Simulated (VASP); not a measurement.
# CuO: single point with PBE

The system is CuO.

```xyz
4
Lattice="2.3418 -1.7113 0.0000 2.3418 1.7113 0.0000 -0.8500 0.0000 5.0579" Properties=species:S:1:pos:R:3 pbc="T T T"
Cu    1.1709    0.8557    0.0000
Cu    0.7459   -0.8557    2.5289
O     2.1293   -0.2793    1.2645
O     1.7043    0.2793    3.7934
```

```json
{"Program": "VASP 6.6.1", "Task": "single point", "Functional": "PBE", "Potentials or basis": "VASP PAW PBE potentials, release 64 (Cu, O)", "Cutoff": "520 eV", "k mesh": "9 × 9 × 5", "Occupations": "fermi-dirac, width 0.1 eV", "Spin": "no spin polarisation", "Dipole correction": "no", "Further INCAR settings": "ALGO = Normal; EDIFF = 1e-06; NBANDS = 25"}
```

The pressure is 6.5 GPa. The largest force is 0.217 eV/Å. The band gap on the k mesh is zero (bands 17 and 18 overlap by 0.55 eV).

Forces on the atoms (eV/Å):
```
Cu   0.000  0.000  0.000
Cu   0.000  0.000  0.000
O    0.000  0.217  0.000
O    0.000 -0.217  0.000
```

Stress tensor (GPa, compression positive):
```
 6.38  0.00 -1.09
 0.00  7.37  0.00
-1.09  0.00  5.88
```

Levels at points of the mesh, in eV from the Fermi level:
| k point | band 13 | band 14 | band 15 | band 16 | band 17 | band 18 | band 19 | band 20 | band 21 | band 22 |
| --- | --- | --- | --- | --- | --- | --- | --- | --- | --- | --- |
| (0.00, 0.00, 0.00) | -2.40 | -2.24 | -2.18 | -1.68 | 0.21 | 0.94 | 1.72 | 6.05 | 8.17 | 13.39 |

It took 2.2 min on 1 thread of Intel Xeon 8259CL, on a shared host, peak memory 0.23 GiB.

Caveat: the cell stands under pressure; semilocal functionals often make such compounds metallic where correlation or magnetic order opens a gap, which also shifts bond lengths. With open d or f shells a metallic result of PBE can be an artefact of self-interaction; +U or a hybrid may open a gap.
